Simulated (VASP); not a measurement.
# Cu in VASP: further runs

Cu is run at these levels: PBEsol; tasks: single point.

Everything below comes from runs of VASP 6.6.1. Logs are shortened: lines on timing, memory, paths and dates and some standing lists are left out, and cuts for length are marked.

### Step 1. The cell of the first run

The cell holds a slab with vacuum, 26 atoms: a = 15.118 Å, b = 2.520 Å, c = 20.229 Å, α = 90.00°, β = 90.00°, γ = 120.00°.

### Step 2. Single point, PBEsol

Input file INCAR:

```
SYSTEM = Cu
  PREC = Accurate
  ENCUT = 520
  EDIFF = 1E-7
  ISMEAR = 0
  SIGMA = 0.1
  LREAL = Auto
  LASPH = .TRUE.
  NELM = 100
  ALGO = Normal
  ISIF = 2
  LWAVE = .FALSE.
  LCHARG = .FALSE.
  LDIPOL = .TRUE.
  IDIPOL = 3
  DIPOL = 0.5 0.5 0.245
  GGA = PS
  ISYM = 0
  NBANDS = 162
  LUSENCCL = .FALSE.
```

Input file KPOINTS:

```
regular mesh
0
G
  3 15 1
  0 0 0
```

Input file POSCAR:

```
Cu
1.0
   15.1181073815      0.0000000000      0.0000000000
   -1.2598422818      2.1821108416      0.0000000000
    0.0000000000      0.0000000000     20.2292553248
Cu
26
Direct
    0.0000000000      0.0000000000      0.0741500355
    0.0555555556      0.6666666668      0.1758499645
    0.1102405004      0.3304102688      0.2763947175
    0.1666666667      0.0000000001      0.0741500355
    0.2222222222      0.6666666666      0.1758499645
    0.2779805227      0.3333210102      0.2770967889
    0.3333333333     -0.0000000001      0.0741500355
    0.3888888889      0.6666666667      0.1758499645
    0.4440613105      0.3315205364      0.2772614179
    0.5000000000      0.0000000000      0.0741500355
    0.5555555556      0.6666666668      0.1758499645
    0.6110636538      0.3325566500      0.2766191635
    0.6666666667      0.0000000001      0.0741500355
    0.7222222222      0.6666666666      0.1758499645
    0.7779666008      0.3331483181      0.2772805652
    0.8333333333      0.9999999999      0.0741500355
    0.8888888889      0.6666666667      0.1758499645
    0.9438264139      0.3308880506      0.2766553551
   -0.0056005007      0.9831570787      0.3778908645
    0.1672220153      1.0017359800      0.3755619400
    0.3365625782      1.0095136729      0.3800718193
    0.5011308260      1.0031767768      0.3774465177
    0.6659463978      0.9976798816      0.3771050829
    0.8308652718      0.9924389487      0.3788586076
    0.0562236504      0.6689861701      0.4732378008
    0.2170001589      0.6514882754      0.4736462353
```

Potentials or basis: VASP PAW PBE potentials, release 64 (Cu).

On the command line:

```sh
> cat potpaw_PBE.64/Cu/POTCAR > POTCAR
> mpirun -np 1 vasp_std > vasp.out
```

OUTCAR:

```text
SYSTEM = Cu
   PREC = Accurate
   ENCUT = 520
   EDIFF = 1E-7
   ISMEAR = 0
   LREAL = Auto
   LASPH = .TRUE.
   NELM = 100
   ISIF = 2
   GGA = PS
   ISYM = 0

 ion  position               nearest neighbor table
   1  0.000  0.000  0.074-  17 2.52   2 2.52   2 2.52  16 2.52   4 2.52   4 2.52  16 2.52
   2  0.056  0.667  0.176-   3 2.50   3 2.50  18 2.51   4 2.52   5 2.52   5 2.52   1 2.52   1 2.52
                            17 2.52  17 2.52
   3  0.110  0.330  0.276-  20 2.48  20 2.48   2 2.50   2 2.50   5 2.51  18 2.52  18 2.52   6 2.53
                             6 2.53  19 2.55
   4  0.167  0.000  0.074-   5 2.52   5 2.52   2 2.52   7 2.52   7 2.52   1 2.52   1 2.52
   5  0.222  0.667  0.176-   3 2.51   6 2.51   6 2.51   4 2.52   4 2.52   7 2.52   2 2.52   2 2.52
                             8 2.52   8 2.52
   6  0.278  0.333  0.277-  20 2.46   8 2.51   5 2.51   9 2.51   9 2.51   5 2.51   3 2.53   3 2.53
                            21 2.55  21 2.55
   7  0.333  1.000  0.074-   5 2.52   4 2.52   4 2.52   8 2.52   8 2.52  10 2.52  10 2.52
   8  0.389  0.667  0.176-   6 2.51   9 2.51   9 2.51  10 2.52   7 2.52   7 2.52   5 2.52  11 2.52
                             5 2.52  11 2.52
   9  0.444  0.332  0.277-  22 2.50  22 2.50  21 2.51   8 2.51   6 2.51   6 2.51   8 2.51  11 2.52
                            12 2.52  12 2.52
  10  0.500  0.000  0.074-   8 2.52  11 2.52  11 2.52   7 2.52  13 2.52  13 2.52   7 2.52
  11  0.556  0.667  0.176-  12 2.50  12 2.50   9 2.52  13 2.52  14 2.52  14 2.52  10 2.52  10 2.52
[... 19 lines left out ...]
  22  0.501  0.003  0.377-  12 2.50  21 2.50  21 2.50  23 2.50  23 2.50   9 2.50   9 2.50
  23  0.666  0.998  0.377-  15 2.50  12 2.50  12 2.50  22 2.50  22 2.50  24 2.50  24 2.50
  24  0.831  0.992  0.379-  19 2.48  19 2.48  23 2.50  23 2.50  15 2.51  15 2.51  18 2.54
  25  0.056  0.669  0.473-  19 2.44  19 2.44  20 2.45  26 2.45  26 2.45
  26  0.217  0.651  0.474-  20 2.44  20 2.44  25 2.45  25 2.45  21 2.46

IMPORTANT INFORMATION: All symmetrisations will be switched off!
NOSYMM: (Re-)initialisation of all symmetry stuff for point group C_1.

----------------------------------------------------------------------------------------

                                     Primitive cell

  volume of cell :     667.3507

  direct lattice vectors                    reciprocal lattice vectors
    15.118107381  0.000000000  0.000000000     0.066145846  0.038189322 -0.000000000
    -1.259842282  2.182110842  0.000000000     0.000000000  0.458271863  0.000000000
     0.000000000  0.000000000 20.229255325     0.000000000 -0.000000000  0.049433357

  length of vectors
    15.118107381  2.519684564 20.229255325     0.076378644  0.458271863  0.049433357

  position of ions in fractional coordinates (direct lattice)
     0.000000000  0.000000000  0.074150035
     0.055555556  0.666666667  0.175849965
     0.110240500  0.330410269  0.276394717
     0.166666667  0.000000000  0.074150035
     0.222222222  0.666666667  0.175849965
     0.277980523  0.333321010  0.277096789
[... 18 lines left out ...]
     0.056223650  0.668986170  0.473237801
     0.217000159  0.651488275  0.473646235

  ion indices of the primitive-cell ions
   primitive index   ion index
                 1           1
                 2           2
                 3           3
                 4           4
                 5           5
                 6           6
[... 18 lines left out ...]
                25          25
                26          26

----------------------------------------------------------------------------------------

 KPOINTS: regular mesh

Automatic generation of k-mesh.
 Grid dimensions read from file:
 generate k-points for:    3   15    1

 Generating k-lattice:

  Cartesian coordinates                     Fractional coordinates (reciprocal lattice)
     0.022048615  0.012729774 -0.000000000     0.333333333  0.000000000  0.000000000
     0.000000000  0.030551458  0.000000000     0.000000000  0.066666667  0.000000000
     0.000000000 -0.000000000  0.049433357     0.000000000  0.000000000  1.000000000

  Length of vectors
     0.025459548  0.030551458  0.049433357

  Shift w.r.t. Gamma in fractional coordinates (k-lattice)
     0.000000000  0.000000000  0.000000000

 -----------------------------------------------------------------------------
|                                                                             |
|           W    W    AA    RRRRR   N    N  II  N    N   GGGG   !!!           |
|           W    W   A  A   R    R  NN   N  II  NN   N  G    G  !!!           |
|           W    W  A    A  R    R  N N  N  II  N N  N  G       !!!           |
|           W WW W  AAAAAA  RRRRR   N  N N  II  N  N N  G  GGG   !            |
|           WW  WW  A    A  R   R   N   NN  II  N   NN  G    G                |
|           W    W  A    A  R    R  N    N  II  N    N   GGGG   !!!           |
|                                                                             |
|     Your reciprocal lattice and k-lattice belong to different lattice       |
|     classes:                                                                |
|                                                                             |
|        The reciprocal lattice is simple orthorhombic,                       |
|        whereas your k-lattice is simple monoclinic.                         |
|                                                                             |
|     Results are often still useful ...                                      |
|                                                                             |
 -----------------------------------------------------------------------------

 WARNING: IBZKPT: internal override: KBLOWUP is changed to .FALSE.
      ... skipping the blow-up phase ...

 Subroutine IBZKPT returns following result:
 ===========================================

 Found     23 irreducible k-points:

 Following reciprocal coordinates:
            Coordinates               Weight
  0.000000  0.000000  0.000000      1.000000
  0.333333  0.000000  0.000000      2.000000
  0.000000  0.066667  0.000000      2.000000
  0.333333  0.066667  0.000000      2.000000
 -0.333333  0.066667  0.000000      2.000000
  0.000000  0.133333  0.000000      2.000000
[... 15 lines left out ...]
  0.333333  0.466667  0.000000      2.000000
 -0.333333  0.466667  0.000000      2.000000
   k-points           NKPTS =     23   k-points in BZ     NKDIM =     23   number of bands    NBANDS=    162
   number of dos      NEDOS =    301   number of ions     NIONS =     26
   total plane-waves  NPLWV = 336000
   dimension x,y,z NGX =   112 NGY =   20 NGZ =  150
   dimension x,y,z NGXF=   224 NGYF=   40 NGZF=  300
   ions per type =              26
   NGX,Y,Z   is equivalent  to a cutoff of  12.32, 13.20, 12.33 a.u.
   NGXF,Y,Z  is equivalent  to a cutoff of  24.63, 26.39, 24.65 a.u.
 SYSTEM =  Cu
   PREC   = accura    normal or accurate (medium, high low for compatibility)
   ISTART =      0    job   : 0-new  1-cont  2-samecut
   ICHARG =      2    charge: 1-file 2-atom 10-const
   ISPIN  =      1    spin polarized calculation?
   LNONCOLLINEAR =      F non collinear calculations
   LSORBIT =      F    spin-orbit coupling
   LASPH  =      T    aspherical Exc in radial PAW
   ENCUT  =  520.0 eV  38.22 Ry    6.18 a.u.  28.11  4.68 37.61*2*pi/ulx,y,z
   NELM   =    100;   NELMIN=  2; NELMDL= -5     # of ELM steps
   EDIFF  = 0.1E-06   stopping-criterion for ELM
   LREAL  =      T    real-space projection
   EDIFFG = 0.1E-05   stopping-criterion for IOM
   NSW    =      0    number of steps for IOM
   IBRION =     -1    ionic relax: 0-MD 1-quasi-New 2-CG
   NFREE  =      0    steps in history (QN), initial steepest desc. (CG)
   ISIF   =      2    stress and relaxation
   ISYM   =      0    0-nonsym 1-usesym 2-fastsym
   POTIM  = 0.5000    time-step for ionic-motion
   TEBEG  =    0.0;   TEEND  =   0.0 temperature during run
   PSTRESS=    0.0 pullay stress
   NELECT =     286.0000    total number of electrons
   NUPDOWN=      -1.0000    fix difference up-down
   EMIN   =  10.00;   EMAX   =-10.00  energy-range for DOS
   EFERMI =   0.00;   METHOD = LEGACY
   ISMEAR =     0;   SIGMA  =   0.10  broadening in eV -4-tet -1-fermi 0-gaus
   EFERMI_NEDOS =   21; number of points for ismear=-14 and -15
   IALGO  =     38    algorithm
   IMIX   =      4    mixing-type and parameters
     AMIX     =   0.40;   BMIX     =  1.00
     AMIX_MAG =   1.60;   BMIX_MAG =  1.00
  volume/ion in A,a.u.               =      25.67       173.21
  Fermi-wavevector in a.u.,A,eV,Ry     =   1.234276  2.332443 20.727608  1.523436
  Thomas-Fermi vector in A             =   2.368972
   LORBIT       =      0    0 simple, 1 ext, 2 COOP (PROOUT), +10 PAW based schemes
   GGA     = PS    functional components
   LHFCALC =     F    Hartree Fock is set to
   AEXX    =    0.0000 exact exchange contribution
   IVDW    =     0    specifies the selected vdW correction
   LEPSILON=     F    determine dielectric tensor
   LRPA    =     F    only Hartree local field effects (RPA)
 non-spin polarized calculation
 Gauss-broadening in eV      SIGMA  =   0.10
  energy-cutoff  :      520.00
  volume of cell :      667.35
 maximum number of plane-waves:     18038
   NGX = 57   NGY =  9   NGZ = 75

 dipolmoment           0.000000      0.000000      0.078284 electrons x Angstroem

 number of electron     285.9999994 magnetization

 dipolmoment           0.000000      0.000000     -0.059503 electrons x Angstroem

 Free energy of the ion-electron system (eV)
  ---------------------------------------------------
  ext. energy  EPLUGINS =         0.00000000
  ---------------------------------------------------
  free energy    TOTEN  =      -104.78449064 eV

  energy without entropy =     -104.74663843  energy(sigma->0) =     -104.76556453

 E-fermi :   0.8744     XC(G=0):  -6.7324

 val. band max:        0.8694810895   @ k =  -0.3333   0.4000   0.0000
 cond. band min:       0.8817384108   @ k =   0.0000   0.0667   0.0000
 fundamental gap:      0.0122573213
 Fermi energy:         0.8744036045

 k-point     1 :       0.0000    0.0000    0.0000
  band No.  band energies     occupation
      1      -8.4299      2.00000
      2      -7.5826      2.00000
      3      -7.5081      2.00000
      4      -7.2200      2.00000
      5      -6.4666      2.00000
      6      -6.2713      2.00000
[... 3623 lines left out ...]
    154       4.0596      0.00000
    155       4.5896      0.00000
 [bands above 155 left out]

------------------------ aborting loop because EDIFF is reached ----------------------------------------

 vacuum level on the upper side and lower side of the slab       (xc-potential included)        -0.357         0.004

  FORCE on cell =-STRESS in cart. coord.  units (eV):
  Direction    XX          YY          ZZ          XY          YZ          ZX
  --------------------------------------------------------------------------------------
  -------------------------------------------------------------------------------------
  Total       -5.0525851     -6.2819792     -0.5620811      0.6188145     -0.0192172     -0.0472176
  in kB      -12.1302595    -15.0817921     -1.3494459      1.4856515     -0.0461366     -0.1133601
  external PRESSURE =      -9.5204992 kB  Pullay stress =       0.0000000 kB

 VOLUME and BASIS-vectors are now :
 -----------------------------------------------------------------------------
  energy-cutoff  :      520.00
  volume of cell :      667.35
      direct lattice vectors                 reciprocal lattice vectors
    15.118107381  0.000000000  0.000000000     0.066145846  0.038189322 -0.000000000
    -1.259842282  2.182110842  0.000000000     0.000000000  0.458271863  0.000000000
     0.000000000  0.000000000 20.229255325     0.000000000 -0.000000000  0.049433357

 POSITION                                       TOTAL-FORCE (eV/Angst)
 -----------------------------------------------------------------------------------
      0.00000      0.00000      1.50000        -0.001442     -0.000969      0.081671
      0.00000      1.45474      3.55731        -0.011195     -0.002981     -0.162484
      1.25036      0.72099      5.59126        -0.001286     -0.002110      0.001792
      2.51968      0.00000      1.50000        -0.002007     -0.001599      0.086780
      2.51968      1.45474      3.55731         0.011416      0.007235     -0.113365
      3.78261      0.72734      5.60546        -0.000726     -0.000921     -0.001609
[... 18 lines left out ...]
      0.00718      1.45980      9.57325        -0.020403     -0.009435      0.026290
      2.45986      1.42162      9.58151         0.015634      0.009270      0.032789
 -----------------------------------------------------------------------------------
    total drift:                                0.000347     -0.004700      0.002728

  FREE ENERGIE OF THE ION-ELECTRON SYSTEM (eV)
  ---------------------------------------------------
  free  energy   TOTEN  =      -104.7844906406 eV

  energy  without entropy=     -104.7466384277  energy(sigma->0) =     -104.76556453

 vacuum level on the upper side and lower side of the slab         5.263         5.630
```

Wall time 18 min (1 × NVIDIA H100 80GB with 1 thread of AMD EPYC 7R13 (Zen 3), shared host); peak memory 2.5 GiB.

What came out:

* Free energy: -104.7845 eV
* Largest force: 0.163 eV/Å
* Band gap on the k mesh: zero (bands 143 and 144 overlap by 2.63 eV)

Forces on the atoms (eV/Å):
```
Cu  -0.001 -0.001  0.082
Cu  -0.011 -0.003 -0.162
Cu  -0.001 -0.002  0.002
Cu  -0.002 -0.002  0.087
Cu   0.011  0.007 -0.113
Cu  -0.001 -0.001 -0.002
Cu   0.008  0.004  0.094
Cu   0.000  0.001 -0.079
Cu  -0.002 -0.003  0.002
Cu  -0.005 -0.004  0.086
Cu  -0.011 -0.004 -0.111
Cu   0.000 -0.001  0.000
Cu   0.003  0.000  0.095
Cu   0.016  0.011 -0.082
Cu   0.000  0.000  0.002
Cu   0.011  0.007  0.073
Cu  -0.017 -0.008 -0.119
Cu   0.003  0.000  0.001
Cu   0.001  0.000  0.000
Cu  -0.002 -0.002 -0.003
Cu  -0.001 -0.001  0.014
Cu   0.000 -0.001  0.026
Cu   0.000 -0.001  0.025
Cu   0.004  0.003  0.026
Cu  -0.020 -0.009  0.026
Cu   0.016  0.009  0.033
```

Caveat: the PAW data sets were made with another functional, which shifts forces and pressure a little.

### Step 3. Single point, PBEsol

This run uses another cell than the first one: it holds 27 atoms, not 26.

Input file INCAR:

```
ALGO = Normal
DIPOL = 0.5 0.5 0.254
EDIFF = 1E-7
ENCUT = 520
GGA = PS
IDIPOL = 3
ISIF = 2
ISMEAR = 0
ISYM = 0
LASPH = T
LCHARG = T
LDIPOL = T
LELF = T
LREAL = Auto
LUSENCCL = F
LVACPOTAV = T
LVHAR = T
LWAVE = F
NBANDS = 168
NELM = 100
PREC = Accurate
SIGMA = 0.1
```

Input file KPOINTS:

```
k-points
0
Gamma
  3 15 1
```

Input file POSCAR:

```
Cu
1.0
   15.1181073815      0.0000000000      0.0000000000
   -1.2598422818      2.1821108416      0.0000000000
    0.0000000000      0.0000000000     20.2292553248
Cu
27
Direct
    0.0000000000      0.0000000000      0.0741500355
    0.0555555556      0.6666666668      0.1758499645
    0.1097673879      0.3291036489      0.2761839339
    0.1666666667      0.0000000001      0.0741500355
    0.2222222222      0.6666666666      0.1758499645
    0.2776153418      0.3325963329      0.2763729831
    0.3333333333     -0.0000000001      0.0741500355
    0.3888888889      0.6666666667      0.1758499645
    0.4451338330      0.3349110157      0.2771813655
    0.5000000000      0.0000000000      0.0741500355
    0.5555555556      0.6666666668      0.1758499645
    0.6107742485      0.3316857934      0.2774030449
    0.6666666667      0.0000000001      0.0741500355
    0.7222222222      0.6666666666      0.1758499645
    0.7779166755      0.3331447232      0.2773649865
    0.8333333333      0.9999999999      0.0741500355
    0.8888888889      0.6666666667      0.1758499645
    0.9440574381      0.3317796675      0.2770977897
   -0.0053106662      0.9842138435      0.3788986577
    0.1653158460      0.9962661934      0.3757283560
    0.3345413698      1.0039853771      0.3763989092
    0.5027275460      1.0083720733      0.3805936337
    0.6669885230      1.0008233465      0.3778104911
    0.8312439094      0.9937260547      0.3789125349
    0.0589046216      0.6772759032      0.4738659908
    0.2207741604      0.6630539145      0.4773517571
    0.3823757900      0.6478839765      0.4744004844
```

Potentials or basis: VASP PAW PBE potentials, release 64 (Cu).

On the command line:

```sh
> cat potpaw_PBE.64/Cu/POTCAR > POTCAR
> mpirun -np 1 vasp_std > vasp.out
```

Wall time 21 min (1 × NVIDIA H100 80GB with 1 thread of AMD EPYC 7R13 (Zen 3), shared host); peak memory 2.6 GiB.

Results (log left out):

* Free energy: -109.1243 eV
* Largest force: 0.174 eV/Å
* Band gap on the k mesh: zero (an odd number of electrons rules out a gap without spin polarisation)

Forces on the atoms (eV/Å):
```
Cu   0.010  0.005  0.079
Cu  -0.029 -0.013 -0.171
Cu   0.002  0.000  0.002
Cu  -0.001  0.001  0.072
Cu  -0.003 -0.001 -0.150
Cu   0.002  0.001 -0.008
Cu   0.011  0.006  0.075
Cu   0.017  0.011 -0.103
Cu  -0.003 -0.003  0.001
Cu  -0.005 -0.005  0.088
Cu   0.006  0.007 -0.079
Cu   0.002  0.001  0.000
Cu   0.003 -0.001  0.079
Cu   0.004  0.003 -0.039
Cu   0.001  0.000  0.001
Cu  -0.001 -0.001  0.082
Cu  -0.014 -0.006 -0.085
Cu   0.000 -0.001 -0.001
Cu   0.001  0.000 -0.002
Cu  -0.006 -0.004  0.008
Cu   0.003  0.003  0.003
Cu  -0.001 -0.002  0.013
Cu   0.000  0.000  0.027
Cu   0.001  0.001  0.026
Cu  -0.020 -0.012  0.029
Cu  -0.002 -0.001  0.025
Cu   0.022  0.014  0.029
```

Levels at points of the mesh, in eV from the Fermi level:
| k point | band 145 | band 146 | band 147 | band 148 | band 149 | band 150 | band 151 | band 152 | band 153 | band 154 |
| --- | --- | --- | --- | --- | --- | --- | --- | --- | --- | --- |
| (0.00, 0.00, 0.00) | -1.52 | -1.51 | -1.42 | -1.36 | -1.33 | -1.12 | -1.09 | -0.72 | -0.43 | -0.30 |

Caveat: the PAW data sets were made with another functional, which shifts forces and pressure a little.
